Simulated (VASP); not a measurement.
A run of VASP 6.6.1:

The input INCAR:

```
SYSTEM = Ga2O3
ALGO = Normal
EDIFF = 1E-6
EDIFFG = -0.01
ENCUT = 600
GGA = PE
IBRION = 2
ISIF = 3
ISMEAR = 0
LASPH = .TRUE.
LCHARG = .FALSE.
LREAL = .FALSE.
LWAVE = .FALSE.
NELM = 60
NSW = 100
PREC = Accurate
SIGMA = 0.02
```

File KPOINTS:

```
k-points
0
G
  12 12 12
  0 0 0
```

POSCAR

```
Ga2O3
1.0
   -1.4681776538      1.9653680720      4.6394336288
    1.4681776538     -1.9653680720      4.6394336288
    1.4681776538      1.9653680720     -4.6394336288
Ga O
2 3
Direct
    0.6543938291      0.6543938291      0.0000000000
    0.3456061709      0.3456061709      0.0000000000
    0.5000000000      0.0000000000      0.5000000000
    0.1988760114      0.6988760114      0.5000000000
    0.8011239886      0.3011239886      0.5000000000
```

Potentials or basis: VASP PAW PBE potentials, release 64 (Ga_d, O).

Run with:

```bash
$ cat potpaw_PBE.64/Ga_d/POTCAR potpaw_PBE.64/O/POTCAR > POTCAR
$ mpirun -np 1 vasp_std > vasp.out
```

Hardware: 1 thread of Oxide Virtual Turin-like Processor, with other jobs on the host.

Task: Estimate the wall time of this run.

Result: Run time: 110 min on 1 thread of Oxide Virtual Turin-like Processor, with other jobs on the host, peak memory 0.53 GiB. Counts: scf iterations 52, k points 280, ion steps 8.
